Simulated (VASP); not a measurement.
Here is a VASP 6.6.1 calculation.

File INCAR:

```
ALGO     = Normal         # electronic algorithm
EDIFF    = 1E-7           # SCF threshold, eV
ENCUT    = 520            # plane-wave cutoff, eV
GGA      = PE             # functional
ISIF     = 2              # what is computed and relaxed
ISMEAR   = -1             # smearing method
LASPH    = True           # aspherical terms in the spheres
LCHARG   = False          # write CHGCAR
LREAL    = False          # projectors in reciprocal space
LWAVE    = False          # write WAVECAR
NBANDS   = 15             # bands
NELM     = 80             # most SCF steps
PREC     = Accurate       # precision mode
SIGMA    = 0.02           # smearing width, eV
```

File KPOINTS:

```
k-points
0
Gamma
  8 8 8
```

Contents of POSCAR:

```
SrO
1.0
    0.0000000000      2.6119353577      2.6119353577
    2.6119353577      0.0000000000      2.6119353577
    2.6119353577      2.6119353577      0.0000000000
Sr O
1 1
Direct
    0.0000000000      0.0000000000      0.0000000000
    0.5000000000      0.5000000000      0.5000000000
```

Potentials or basis: VASP PAW PBE potentials, release 64 (Sr_sv, O).

Launch:

```sh
$ cat potpaw_PBE.64/Sr_sv/POTCAR potpaw_PBE.64/O/POTCAR > POTCAR
$ mpirun -np 1 vasp_std > vasp.out
```

**Question.** Estimate the band gap on the k mesh.

**Answer.** 3.29 eV, indirect (least direct gap 3.40 eV).

**Question.** Predict the pressure.

**Answer.** -0.9 GPa.

 A k mesh can miss the band edges.
